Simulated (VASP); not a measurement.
Wanted: the native input for a VASP 6.6.1 run.

```
Task                   : single point
Functional             : r2SCAN
Potentials or basis    : VASP PAW PBE potentials, release 64 (Pt)
Cutoff                 : 520 eV
k mesh                 : 12 × 9 × 24
Occupations            : gaussian, width 0.1 eV
Spin                   : no spin polarisation
Dipole correction      : no
Further INCAR settings : ALGO = Normal; EDIFF = 1e-07; NBANDS = 11; ISYM = 0
```

Crystal: Pt.

```
Pt
1.0
     2.78616    0.00000    0.00000
     0.00000    3.94022    0.00000
     1.39308    1.97011    1.39308
Pt
1
Direct
  0.00000 0.00000 0.00000
```

These files were run (other wordings do the same):

POSCAR

```
Pt
1.0
    2.7861568206      0.0000000000      0.0000000000
    0.0000000000      3.9402207625      0.0000000000
    1.3930784103      1.9701103813      1.3930784103
Pt
1
Direct
    0.0000000000      0.0000000000      0.0000000000
```

INCAR.step1

```
ALGO     = Normal         # electronic algorithm
EDIFF    = 1E-4           # SCF threshold, eV
ENCUT    = 520            # plane-wave cutoff, eV
GGA      = PE             # functional
ISMEAR   = 0              # smearing method
ISYM     = 0            
LASPH    = T              # aspherical terms in the spheres
LCHARG   = F              # write CHGCAR
LREAL    = F              # projectors in reciprocal space
LWAVE    = T              # write WAVECAR
NBANDS   = 11             # bands
NELM     = 100            # most SCF steps
PREC     = Accurate       # precision mode
SIGMA    = 0.1            # smearing width, eV
```

INCAR.step2

```
ALGO     = Normal         # electronic algorithm
EDIFF    = 1E-7           # SCF threshold, eV
ENCUT    = 520            # plane-wave cutoff, eV
ISIF     = 2              # what is computed and relaxed
ISMEAR   = 0              # smearing method
ISTART   = 1            
ISYM     = 0            
LASPH    = T              # aspherical terms in the spheres
LCHARG   = T              # write CHGCAR
LELF     = T              # ELF
LMIXTAU  = T            
LREAL    = F              # projectors in reciprocal space
LVHAR    = T            
LWAVE    = F              # write WAVECAR
METAGGA  = R2SCAN         # meta-GGA
NBANDS   = 11             # bands
NELM     = 100            # most SCF steps
PREC     = Accurate       # precision mode
SIGMA    = 0.1            # smearing width, eV
```

KPOINTS

```
k-points
0
Gamma
  12 9 24
```

Potentials or basis: VASP PAW PBE potentials, release 64 (Pt).

Command:

```console
$ cat potpaw_PBE.64/Pt/POTCAR > POTCAR
$ cp INCAR.step1 INCAR
$ mpirun -np 1 vasp_std > vasp.out
$ cp INCAR.step2 INCAR
$ mpirun -np 1 vasp_std > vasp.out
```

Results of the run:

```yaml
Pressure: 0.7 GPa
Band_gap_on_the_k_mesh: zero (bands 5 and 6 overlap by 2.31 eV)
```

Caveat: the PAW data sets were made with another functional, which shifts forces and pressure a little; spin-orbit coupling is left out, which moves the levels of the heavy elements.

Wall time 24 min on 1 thread of Intel Xeon 8259CL, with other jobs on the host, peak memory 0.35 GiB.
